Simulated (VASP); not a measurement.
A run of VASP 6.6.1:

POSCAR

```
Ba
1.0
    2.5050000000      2.5050000000      2.5050000000
   -2.5050000000      2.5050000000      2.5050000000
   -2.5050000000     -2.5050000000      2.5050000000
Ba
1
Direct
    0.0000000000      0.0000000000      0.0000000000
```

INCAR.step1

```
SYSTEM = Ba
PREC     = Accurate       ! precision mode
ENCUT    = 600            ! plane-wave cutoff, eV
ISMEAR   = 0              ! smearing method
SIGMA    = 0.1            ! smearing width, eV
LREAL    = .FALSE.        ! projectors in reciprocal space
LASPH    = .TRUE.         ! aspherical terms in the spheres
NELM     = 100            ! most SCF steps
GGA      = PE             ! functional
ALGO     = Normal         ! electronic algorithm
EDIFF    = 1E-4           ! SCF threshold, eV
LWAVE    = .TRUE.         ! write WAVECAR
LCHARG   = .FALSE.        ! write CHGCAR
```

File INCAR.step2:

```
SYSTEM = Ba
PREC     = Accurate       ! precision mode
ENCUT    = 600            ! plane-wave cutoff, eV
EDIFF    = 1E-7           ! SCF threshold, eV
ISMEAR   = 0              ! smearing method
SIGMA    = 0.1            ! smearing width, eV
LREAL    = .FALSE.        ! projectors in reciprocal space
LASPH    = .TRUE.         ! aspherical terms in the spheres
NELM     = 100            ! most SCF steps
ALGO     = Normal         ! electronic algorithm
ISIF     = 3              ! what is computed and relaxed
LWAVE    = .FALSE.        ! write WAVECAR
LCHARG   = .FALSE.        ! write CHGCAR
METAGGA  = R2SCAN         ! meta-GGA
LMIXTAU  = .TRUE.       
IBRION   = 2              ! ionic algorithm
NSW      = 80             ! ionic steps
EDIFFG   = -0.02          ! ionic threshold
PSTRESS  = 200.0        
ISTART   = 1
```

Contents of KPOINTS:

```
regular mesh
0
G
  6 6 6
  0 0 0
```

Potentials or basis: VASP PAW PBE potentials, release 64 (Ba_sv).

Launch:

```bash
$ cat potpaw_PBE.64/Ba_sv/POTCAR > POTCAR
$ cp INCAR.step1 INCAR
$ mpirun -np 1 vasp_std > vasp.out
$ cp INCAR.step2 INCAR
$ mpirun -np 1 vasp_std > vasp.out
```

Hardware: 1 thread of Intel(R) Xeon(R) 6975P-C (Granite Rapids), with other jobs on the host.

Q: How long does it take, and how much memory?

A: Run time: 3.5 min on 1 thread of Intel(R) Xeon(R) 6975P-C (Granite Rapids), on a shared host, peak memory 0.25 GiB. Counts: k points 16, ion steps 10.
